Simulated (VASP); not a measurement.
Set up this calculation in VASP 6.6.1, as the native input.

```yaml
Task: single point
Functional: PBEsol
Potentials_or_basis: VASP PAW PBE potentials, release 64 (Si, Mo_sv)
Cutoff: 520 eV
k_mesh: 8 × 8 × 8
Occupations: gaussian, width 0.1 eV
Spin: no spin polarisation
Dipole_correction: no
Further_INCAR_settings: ALGO = Fast; EDIFF = 1e-06; NBANDS = 56
```

The structure of SiMo3 lies in POSCAR:

```
SiMo3
1.0
    4.8615851673      0.0000000000      0.0000000000
    0.0000000000      4.8615851673      0.0000000000
    0.0000000000      0.0000000000      4.8615851673
Si Mo
2 6
Direct
    0.0000000000      0.0000000000      0.0000000000
    0.5000000000      0.5000000000      0.5000000000
    0.2500000000      0.0000000000      0.5000000000
    0.5000000000      0.7500000000      0.0000000000
    0.7500000000      0.0000000000      0.5000000000
    0.5000000000      0.2500000000      0.0000000000
    0.0000000000      0.5000000000      0.7500000000
    0.0000000000      0.5000000000      0.2500000000
```

The input as run:

INCAR

```
PREC     = Accurate       # precision mode
ENCUT    = 520            # plane-wave cutoff, eV
EDIFF    = 1E-6           # SCF threshold, eV
ISMEAR   = 0              # smearing method
SIGMA    = 0.1            # smearing width, eV
LREAL    = False          # projectors in reciprocal space
LASPH    = True           # aspherical terms in the spheres
NELM     = 100            # most SCF steps
ALGO     = Fast           # electronic algorithm
ISIF     = 2              # what is computed and relaxed
LWAVE    = False          # write WAVECAR
LCHARG   = False          # write CHGCAR
GGA      = PS             # functional
NBANDS   = 56             # bands
```

KPOINTS

```
regular mesh
0
Gamma
  8 8 8
```

Potentials or basis: VASP PAW PBE potentials, release 64 (Si, Mo_sv).

Run with:

```bash
$ cat potpaw_PBE.64/Si/POTCAR potpaw_PBE.64/Mo_sv/POTCAR > POTCAR
$ mpirun -np 1 vasp_std > vasp.out
```

Results of the run:

* Pressure: 0.6 GPa
* Band gap on the k mesh: zero (band 46 reaches 14.19 eV, above the bottom of band 47 at 11.71 eV)

Caveat: the PAW data sets were made with another functional, which shifts forces and pressure a little.

Wall time 3.2 min on 1 thread of Intel Xeon 6975P-C, with other jobs on the host, peak memory 0.31 GiB.
